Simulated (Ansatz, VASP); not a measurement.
## Two plane-wave programs on SrTiO3

```xyz
5
Lattice="3.9364 0.0000 0.0000 0.0000 3.9364 -0.0394 0.0000 -0.0394 3.9364" Properties=species:S:1:pos:R:3 pbc="T T T"
Sr    0.0000    0.0000    0.0000
Ti    1.9682    1.9485    1.9485
O     0.0000    1.9485    1.9485
O     1.9682   -0.0197    1.9682
O     1.9682    1.9682   -0.0197
```

Change from the starting cell: strain -0.0200 x Voigt [0, 0, 0, 1, 0, 0], atoms carried along.

Alike in both runs: task single point; functional PBE; k mesh 8 × 8 × 8; occupations gaussian, width 0.05 eV; no spin polarisation.

|  | VASP | Ansatz |
| --- | --- | --- |
| version | VASP 6.6.1 | Ansatz 0.2.0 |
| potentials or method | VASP PAW PBE potentials, release 64 (Sr_sv, Ti_sv, O), cutoff 520 eV | scalar-relativistic, plane waves, PAW |
| valence electrons in the cell | 40 | 40 |

VASP gave:

| Item | Value |
| --- | --- |
| gap on the k mesh at the Fermi level (eV) | 1.76 |
| least direct gap on the mesh (eV) | 2.09 |
| pressure (GPa) | 0.7 |
| traceless stress, the component that is largest in VASP (GPa) | 2.20 |

Which values does Ansatz return?

gap on the k mesh at the Fermi level (eV): 1.79; least direct gap on the mesh (eV): 2.11; pressure (GPa): 0.0; traceless stress, the component that is largest in VASP (GPa): 2.20.
